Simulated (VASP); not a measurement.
# AlCo in VASP: a series of runs

AlCo is run at these levels: LDA; tasks: single point.

All numbers are computed with VASP 6.6.1; they aren't measurements. Logs are shortened: lines on timing, memory, paths and dates and some standing lists are left out, and cuts for length are marked.

## (1) The cell of the first run

The typed cell holds 2 atoms: a = 3.962 Å, b = 3.962 Å, c = 2.798 Å, α = 44.92°, β = 135.08°, γ = 120.00°.

## (2) Single point, LDA

INCAR reads:

```
  ALGO = Fast
  EDIFF = 1E-6
  ENCUT = 520
  GGA = CA
  ISIF = 2
  ISMEAR = 0
  ISYM = 0
  LASPH = True
  LCHARG = False
  LREAL = False
  LWAVE = False
  NBANDS = 13
  NELM = 100
  PREC = Accurate
  SIGMA = 0.1
```

KPOINTS reads:

```
k-points
0
Gamma
  9 9 21
```

POSCAR reads:

```
AlCo
1.0
    3.9621891105      0.0000000054     -0.0002730018
   -1.9810945505      3.4313564270      0.0002730018
   -1.9812053097      1.1438494189      1.6110227072
Al Co
1 1
Direct
    0.0000000000      0.0000000000      0.0000000000
    0.5000000000      0.5000000000      0.5000000000
```

Potentials or basis: VASP PAW LDA potentials, release 64 (Al, Co).

Command:

```
> cat potpaw_LDA.64/Al/POTCAR potpaw_LDA.64/Co/POTCAR > POTCAR
> mpirun -np 1 vasp_std > vasp.out
```

OUTCAR:

```text
EDIFF = 1E-6
   ENCUT = 520
   GGA = CA
   ISIF = 2
   ISMEAR = 0
   ISYM = 0
   LASPH = True
   LREAL = False
   NELM = 100
   PREC = Accurate

 ion  position               nearest neighbor table
   1  0.000  0.000  0.000-   2 2.42   2 2.43   2 2.43   2 2.43   2 2.43   2 2.43   2 2.43
   2  0.500  0.500  0.500-   1 2.42   1 2.43   1 2.43   1 2.43   1 2.43   1 2.43   1 2.43

IMPORTANT INFORMATION: All symmetrisations will be switched off!
NOSYMM: (Re-)initialisation of all symmetry stuff for point group C_1.

----------------------------------------------------------------------------------------

                                     Primitive cell

  volume of cell :      21.9005

  direct lattice vectors                    reciprocal lattice vectors
     3.962189111  0.000000005 -0.000273002     0.252399991  0.145706738  0.206942853
    -1.981094550  3.431356427  0.000273002    -0.000014259  0.291438173 -0.206942853
    -1.981205310  1.143849419  1.611022707     0.000042774 -0.000024695  0.620793852

  length of vectors
     3.962189120  3.962189120  2.798027901     0.357437481  0.357437481  0.620793854

  position of ions in fractional coordinates (direct lattice)
     0.000000000  0.000000000  0.000000000
     0.500000000  0.500000000  0.500000000

  ion indices of the primitive-cell ions
   primitive index   ion index
                 1           1
                 2           2

----------------------------------------------------------------------------------------

 KPOINTS: k-points

Automatic generation of k-mesh.
 Grid dimensions read from file:
 generate k-points for:    9    9   21

 Generating k-lattice:

  Cartesian coordinates                     Fractional coordinates (reciprocal lattice)
     0.028044443  0.016189638  0.022993650     0.111111111  0.000000000  0.000000000
    -0.000001584  0.032382019 -0.022993650     0.000000000  0.111111111  0.000000000
     0.000002037 -0.000001176  0.029561612     0.000000000 -0.000000000  0.047619048

  Length of vectors
     0.039715276  0.039715276  0.029561612

  Shift w.r.t. Gamma in fractional coordinates (k-lattice)
     0.000000000  0.000000000  0.000000000

 Subroutine IBZKPT returns following result:
 ===========================================

 Found    851 irreducible k-points:

 Following reciprocal coordinates:
            Coordinates               Weight
  0.000000  0.000000  0.000000      1.000000
  0.111111  0.000000  0.000000      2.000000
  0.000000  0.111111  0.000000      2.000000
  0.222222  0.000000  0.000000      2.000000
  0.000000  0.222222  0.000000      2.000000
  0.333333  0.000000  0.000000      2.000000
[... 16 lines left out ...]
 -0.111111  0.111111  0.000000      2.000000
  0.222222  0.222222  0.000000      2.000000
 [... further k-points ...]
   k-points           NKPTS =    851   k-points in BZ     NKDIM =    851   number of bands    NBANDS=     13
   number of dos      NEDOS =    301   number of ions     NIONS =      2
   total plane-waves  NPLWV =  21600
   dimension x,y,z NGX =    30 NGY =   30 NGZ =   24
   dimension x,y,z NGXF=    60 NGYF=   60 NGZF=   48
   ions per type =               1   1
   NGX,Y,Z   is equivalent  to a cutoff of  12.59, 12.59, 14.26 a.u.
   NGXF,Y,Z  is equivalent  to a cutoff of  25.17, 25.17, 28.52 a.u.
 SYSTEM =  unknown system
   PREC   = accura    normal or accurate (medium, high low for compatibility)
   ISTART =      0    job   : 0-new  1-cont  2-samecut
   ICHARG =      2    charge: 1-file 2-atom 10-const
   ISPIN  =      1    spin polarized calculation?
   LNONCOLLINEAR =      F non collinear calculations
   LSORBIT =      F    spin-orbit coupling
   LASPH  =      T    aspherical Exc in radial PAW
   ENCUT  =  520.0 eV  38.22 Ry    6.18 a.u.   7.37  7.37  5.20*2*pi/ulx,y,z
   NELM   =    100;   NELMIN=  2; NELMDL= -5     # of ELM steps
   EDIFF  = 0.1E-05   stopping-criterion for ELM
   LREAL  =      F    real-space projection
   EDIFFG = 0.1E-04   stopping-criterion for IOM
   NSW    =      0    number of steps for IOM
   IBRION =     -1    ionic relax: 0-MD 1-quasi-New 2-CG
   NFREE  =      0    steps in history (QN), initial steepest desc. (CG)
   ISIF   =      2    stress and relaxation
   ISYM   =      0    0-nonsym 1-usesym 2-fastsym
   POTIM  = 0.5000    time-step for ionic-motion
   TEBEG  =    0.0;   TEEND  =   0.0 temperature during run
   PSTRESS=    0.0 pullay stress
   NELECT =      12.0000    total number of electrons
   NUPDOWN=      -1.0000    fix difference up-down
   EMIN   =  10.00;   EMAX   =-10.00  energy-range for DOS
   EFERMI =   0.00;   METHOD = LEGACY
   ISMEAR =     0;   SIGMA  =   0.10  broadening in eV -4-tet -1-fermi 0-gaus
   EFERMI_NEDOS =   21; number of points for ismear=-14 and -15
   IALGO  =     68    algorithm
   IMIX   =      4    mixing-type and parameters
     AMIX     =   0.40;   BMIX     =  1.00
     AMIX_MAG =   1.60;   BMIX_MAG =  1.00
  volume/ion in A,a.u.               =      10.95        73.90
  Fermi-wavevector in a.u.,A,eV,Ry     =   1.339627  2.531529 24.417039  1.794602
  Thomas-Fermi vector in A             =   2.468004
   LORBIT       =      0    0 simple, 1 ext, 2 COOP (PROOUT), +10 PAW based schemes
   GGA     = CA    functional components
   LHFCALC =     F    Hartree Fock is set to
   AEXX    =    0.0000 exact exchange contribution
   IVDW    =     0    specifies the selected vdW correction
   LEPSILON=     F    determine dielectric tensor
   LRPA    =     F    only Hartree local field effects (RPA)
 non-spin polarized calculation
 RMM-DIIS sequential band-by-band and
 Gauss-broadening in eV      SIGMA  =   0.10
  energy-cutoff  :      520.00
  volume of cell :       21.90
 maximum number of plane-waves:       613
 NGX is ok and might be reduce to    30
   NGX = 15   NGY = 15   NGZ = 11

 number of electron      12.0000000 magnetization

 Free energy of the ion-electron system (eV)
  ---------------------------------------------------
  ext. energy  EPLUGINS =         0.00000000
  ---------------------------------------------------
  free energy    TOTEN  =       -13.71205604 eV

  energy without entropy =      -13.70907633  energy(sigma->0) =      -13.71056619

 E-fermi :  11.0674     XC(G=0): -12.7850

 val. band max:       11.0658470013   @ k =   0.1111   0.4444  -0.4762
 cond. band min:      11.1169475293   @ k =   0.1111   0.2222  -0.4762
 fundamental gap:      0.0511005280
 Fermi energy:        11.0673967732

 k-point     1 :       0.0000    0.0000    0.0000
  band No.  band energies     occupation
      1      -0.3291      2.00000
      2       7.8164      2.00000
      3       7.8176      2.00000
      4      10.1787      2.00000
      5      10.1908      2.00000
      6      10.1910      2.00000
      7      17.2692      0.00000
      8      17.2911      0.00000
      9      17.2939      0.00000
     10      20.1119      0.00000
     11      20.1127      0.00000
     12      27.1479      0.00000
     13      33.2428      0.00000

 k-point     2 :       0.1111    0.0000    0.0000
  band No.  band energies     occupation
      1      -0.0863      2.00000
      2       7.7944      2.00000
      3       7.8855      2.00000
      4      10.0503      2.00000
      5      10.0595      2.00000
      6      10.2018      2.00000
      7      15.4781      0.00000
      8      17.6121      0.00000
      9      17.6268      0.00000
     10      20.0664      0.00000
     11      21.7518      0.00000
     12      27.9128      0.00000
     13      31.2097      0.00000

 k-point     3 :       0.0000    0.1111    0.0000
  band No.  band energies     occupation
      1      -0.0863      2.00000
      2       7.7944      2.00000
      3       7.8855      2.00000
      4      10.0503      2.00000
      5      10.0595      2.00000
      6      10.2018      2.00000
      7      15.4781      0.00000
      8      17.6121      0.00000
      9      17.6268      0.00000
     10      20.0664      0.00000
     11      21.7518      0.00000
     12      27.9128      0.00000
     13      31.2110      0.00000

 k-point     4 :       0.2222    0.0000    0.0000
  band No.  band energies     occupation
      1       0.6310      2.00000
      2       7.5583      2.00000
      3       8.0643      2.00000
      4       9.7463      2.00000
      5       9.7568      2.00000
      6      10.2383      2.00000
      7      13.1691      0.00000
      8      18.5325      0.00000
      9      18.5447      0.00000
     10      19.9375      0.00000
     11      23.5900      0.00000
     12      28.4821      0.00000
     13      28.4855      0.00000

 k-point     5 :       0.0000    0.2222    0.0000
  band No.  band energies     occupation
      1       0.6310      2.00000
      2       7.5583      2.00000
      3       8.0643      2.00000
      4       9.7463      2.00000
      5       9.7568      2.00000
      6      10.2383      2.00000
      7      13.1691      0.00000
      8      18.5325      0.00000
      9      18.5447      0.00000
     10      19.9375      0.00000
     11      23.5900      0.00000
     12      28.4821      0.00000
     13      28.4856      0.00000
[... 257 lines left out ...]
 k-point    22 :       0.1111   -0.2222    0.0000
  band No.  band energies     occupation
      1       0.8677      2.00000
      2       7.6509      2.00000
      3       8.0649      2.00000
      4       9.5807      2.00000
      5       9.7671      2.00000
      6      10.1205      2.00000
      7      13.3496      0.00000
      8      16.5789      0.00000
      9      18.8589      0.00000
     10      21.0313      0.00000
     11      24.6876      0.00000
     12      26.6352      0.00000
     13      28.6181      0.00000

 k-point    23 :      -0.1111    0.1111    0.0000
  band No.  band energies     occupation
      1       0.1559      2.00000
      2       7.8376      2.00000
      3       7.9005      2.00000
      4       9.9052      2.00000
      5      10.0394      2.00000
      6      10.1053      2.00000
      7      15.4301      0.00000
      8      16.1016      0.00000
      9      17.9495      0.00000
     10      20.8841      0.00000
     11      22.7328      0.00000
     12      28.5403      0.00000
     13      29.2184      0.00000

 k-point    24 :       0.2222    0.2222    0.0000
  band No.  band energies     occupation
      1       1.5475      2.00000
      2       7.8775      2.00000
      3       7.9356      2.00000
      4       9.2472      2.00000
      5       9.7700      2.00000
      6       9.8823      2.00000
      7      13.3046      0.00000
      8      14.9305      0.00000
      9      19.7264      0.00000
     10      21.1527      0.00000
     11      24.4075      0.00000
     12      26.9966      0.00000
     13      28.8570      0.00000

 [... further k-points ...]
[... 5 lines left out ...]
  --------------------------------------------------------------------------------------
  -------------------------------------------------------------------------------------
  Total       -0.1969314     -0.2066044     -0.0180822     -0.0083895     -0.0006051      0.0010318
  in kB      -14.4069445    -15.1145951     -1.3228393     -0.6137531     -0.0442711      0.0754846
  external PRESSURE =     -10.2814596 kB  Pullay stress =       0.0000000 kB

 VOLUME and BASIS-vectors are now :
 -----------------------------------------------------------------------------
  energy-cutoff  :      520.00
  volume of cell :       21.90
      direct lattice vectors                 reciprocal lattice vectors
     3.962189111  0.000000005 -0.000273002     0.252399991  0.145706738  0.206942853
    -1.981094550  3.431356427  0.000273002    -0.000014259  0.291438173 -0.206942853
    -1.981205310  1.143849419  1.611022707     0.000042774 -0.000024695  0.620793852

 POSITION                                       TOTAL-FORCE (eV/Angst)
 -----------------------------------------------------------------------------------
      0.00000      0.00000      0.00000        -0.000001      0.000001     -0.000000
     -0.00006      2.28760      0.80551         0.000001     -0.000001      0.000000
 -----------------------------------------------------------------------------------
    total drift:                                0.000001     -0.000002      0.000001

  FREE ENERGIE OF THE ION-ELECTRON SYSTEM (eV)
  ---------------------------------------------------
  free  energy   TOTEN  =       -13.7120560434 eV

  energy  without entropy=      -13.7090763289  energy(sigma->0) =      -13.71056619
```

It took 10 min on 1 thread of AMD EPYC 7R43 (Zen 3), shared host; peak memory 0.32 GiB.

What came out:

```yaml
Free_energy: -13.7121 eV
Pressure: -1.0 GPa
Band_gap_on_the_k_mesh: zero (bands 6 and 7 overlap by 2.49 eV)
```

Levels at points of the mesh, in eV from the Fermi level:
```tsv
k point	band 3	band 4	band 5	band 6	band 7	band 8	band 9	band 10
(0.00, 0.00, 0.00)	-3.25	-0.89	-0.88	-0.88	6.20	6.22	6.23	9.04
```

Caveat: the run has no spin polarisation, though such a crystal can be magnetic.

## (3) Single point, LDA

This run uses another cell than the first one, of 10.93 Å³/atom.

INCAR reads:

```
SYSTEM = AlCo
PREC = Accurate
ENCUT = 520
EDIFF = 1E-6
ISMEAR = 0
SIGMA = 0.1
LREAL = .False.
LASPH = .True.
NELM = 80
ALGO = Fast
ISIF = 2
LWAVE = .False.
LCHARG = .True.
LELF = .True.
LVHAR = .True.
ISYM = 0
NBANDS = 13
```

KPOINTS reads:

```
Automatic mesh
0
Gamma
  9 9 21
  0 0 0
```

POSCAR reads:

```
AlCo
1.0
    3.9621891199      0.0000000000      0.0000000000
   -1.9810945599      3.4313564324      0.0000000000
   -1.9810945599      1.1437854775      1.6074490055
Al Co
1 1
Direct
    0.0000000000      0.0000000000      0.0000000000
    0.5000000000      0.5000000000      0.5000000000
```

Potentials or basis: VASP PAW LDA potentials, release 64 (Al, Co).

Command:

```
> cat potpaw_LDA.64/Al/POTCAR potpaw_LDA.64/Co/POTCAR > POTCAR
> mpirun -np 1 vasp_std > vasp.out
```

It took 12 min on 1 thread of AMD EPYC 7R43 (Zen 3), shared host; peak memory 0.32 GiB.

It converged, with:

```yaml
Free_energy: -13.7118 eV
Pressure: -0.6 GPa
Band_gap_on_the_k_mesh: zero (bands 6 and 7 overlap by 2.52 eV)
```

Stress tensor (GPa, compression positive):
```
-1.24 -0.06 -0.01
-0.06 -1.31  0.01
-0.01  0.01  0.76
```

Levels at points of the mesh, in eV from the Fermi level:
| k point | band 2 | band 3 | band 4 | band 5 | band 6 | band 7 | band 8 | band 9 | band 10 | band 11 |
| --- | --- | --- | --- | --- | --- | --- | --- | --- | --- | --- |
| (0.00, 0.00, 0.00) | -3.26 | -3.26 | -0.90 | -0.88 | -0.88 | 6.20 | 6.24 | 6.24 | 9.05 | 9.05 |

Caveat: the run has no spin polarisation, though such a crystal can be magnetic. Spin polarisation is off, so any magnetic state and its effect on volume and gap are missing.
